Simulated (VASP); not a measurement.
A run of VASP 6.6.1 is set up as follows.

File INCAR:

```
SYSTEM = Au
ALGO = Normal
EDIFF = 1E-6
ENCUT = 520
GGA = PE
ISIF = 2
ISMEAR = 1
LASPH = .TRUE.
LCHARG = .TRUE.
LELF = .TRUE.
LREAL = .FALSE.
LVHAR = .TRUE.
LWAVE = .FALSE.
NBANDS = 12
NELM = 100
PREC = Accurate
SIGMA = 0.05
```

Contents of KPOINTS:

```
k-points
0
G
  17 17 17
  0 0 0
```

POSCAR

```
Au
1.0
    2.5917909593      0.0000000000      0.0000000000
    0.0000000000      2.5917909593      0.0000000000
    0.0000000000      0.0000000000      2.5917909593
Au
1
Direct
    0.0000000000      0.0000000000      0.0000000000
```

Potentials or basis: VASP PAW PBE potentials, release 64 (Au).

The run is started by

```bash
$ cat potpaw_PBE.64/Au/POTCAR > POTCAR
$ mpirun -np 1 vasp_std > vasp.out
```

Question: Predict the pressure.

Answer: 29.6 GPa.

Question: What does it give for the band gap on the k mesh?

Answer: Zero (an odd number of electrons rules out a gap without spin polarisation).

Caveat: the cell stands under pressure; spin-orbit coupling is left out, which moves the levels of the heavy elements.
